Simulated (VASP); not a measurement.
Write the native input for VASP 6.6.1 that does the following.

- Task: single point
- Functional: PBE
- Potentials or basis: VASP PAW PBE potentials, release 64 (Cu, I)
- Cutoff: 520 eV
- k mesh: 6 × 6 × 6
- Occupations: gaussian, width 0.05 eV
- Spin: collinear spin, zero start
- Starting moments: [0.0, 0.0, 0.0, 0.0] μB
- Hubbard terms: Cu d U = 4.0 eV
- Dipole correction: no
- Further INCAR settings: ALGO = Normal; EDIFF = 1e-06; NBANDS = 28

The structure of CuI3 lies in POSCAR:

```
CuI3
1.0
    5.3629490650      0.0000000000      0.0000000000
    0.0000000000      5.3629490650      0.0000000000
    0.0000000000      0.0000000000      5.3629490650
Cu I
1 3
Direct
    0.0000000000      0.0000000000      0.0000000000
    0.5000000000      0.0000000000      0.0000000000
    0.0000000000      0.0000000000      0.5000000000
    0.0000000000      0.5000000000      0.0000000000
```

These files were run (other wordings do the same):

INCAR

```
SYSTEM = CuI3
PREC = Accurate
ENCUT = 520
EDIFF = 1E-6
ISMEAR = 0
SIGMA = 0.05
LREAL = .False.
LASPH = .True.
NELM = 150
ALGO = Normal
ISIF = 2
LWAVE = .False.
LCHARG = .True.
ISPIN = 2
MAGMOM = 0 0 0 0
LORBIT = 11
LMAXMIX = 4
LDAU = .True.
LDAUTYPE = 2
LDAUL = 2 -1
LDAUU = 4 0
LDAUJ = 0 0
LDAUPRINT = 1
GGA = PE
LELF = .True.
LVHAR = .True.
NBANDS = 28
```

KPOINTS

```
Automatic mesh
0
Gamma
  6 6 6
  0 0 0
```

Potentials or basis: VASP PAW PBE potentials, release 64 (Cu, I).

Run with:

```bash
$ cat potpaw_PBE.64/Cu/POTCAR potpaw_PBE.64/I/POTCAR > POTCAR
$ mpirun -np 1 vasp_std > vasp.out
```

It gave:

The pressure is 1.3 GPa and the band gap on the k mesh is zero (filled and empty bands overlap). The net moment is 0.00 μB per cell and the valence electrons inside the program's atomic spheres are Cu 9.96; I 4.24.

Caveat: spin-orbit coupling is left out, which moves the levels of the heavy elements.

Wall time 3 min on 1 thread of Intel(R) Xeon(R) Platinum 8259CL CPU @ 2.50GHz (Skylake/Cascade Lake), with other jobs on the host, peak memory 0.35 GiB.
